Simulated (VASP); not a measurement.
Runs of VASP 6.6.1 on CdH2O2. The structure is that of space group P-3m1 (No. 164), or close to it. The cells are those of the table. 

| cell | gap on the mesh (eV) | pressure (GPa) | largest force (eV/Å) |
| --- | --- | --- | --- |
| a = 3.419, b = 3.419, c = 4.516 Å, angles 90.0, 90.0, 120.0°, 5 atoms | 1.82 | 10.0 | 2.08 |
| a = 3.607, b = 3.607, c = 4.764 Å, angles 90.0, 90.0, 120.0°, 5 atoms | 1.40 | (d) | 0.53 |
| a = 3.452, b = 3.452, c = 4.559 Å, angles 90.0, 90.0, 120.0°, 5 atoms | 1.75 | 5.6 | 1.55 |
| a = 3.577, b = 3.577, c = 4.724 Å, angles 90.0, 90.0, 120.0°, 5 atoms | (b) | -6.7 | 0.23 |
| a = 3.547, b = 3.547, c = 4.684 Å, angles 90.0, 90.0, 120.0°, 5 atoms | (c) | -4.2 | 0.47 |
| a = 3.516, b = 3.516, c = 4.643 Å, angles 90.0, 90.0, 120.0°, 5 atoms | (a) | -1.4 | 0.71 |
| a = 3.484, b = 3.484, c = 4.601 Å, angles 90.0, 90.0, 120.0°, 5 atoms | 1.67 | 1.8 | 1.07 |

Alike in all rows: task single point; level PBEsol+D3(BJ); potentials or basis VASP PAW PBE potentials, release 64 (Cd, H, O); no spin polarisation; k mesh 6 × 6 × 4; cutoff (eV) 520; smearing gaussian 0.01 eV.

Q: Estimate the missing entries.

A: (a) 1.60; (b) 1.47; (c) 1.53; (d) -8.7.

Caveats: the PAW data sets were made with another functional, which shifts forces and pressure a little; the cell stands under tension (at least some runs); the cell stands under pressure (at least some runs).

A k mesh can miss the band edges, and the runs leave out spin-orbit coupling on Cd.
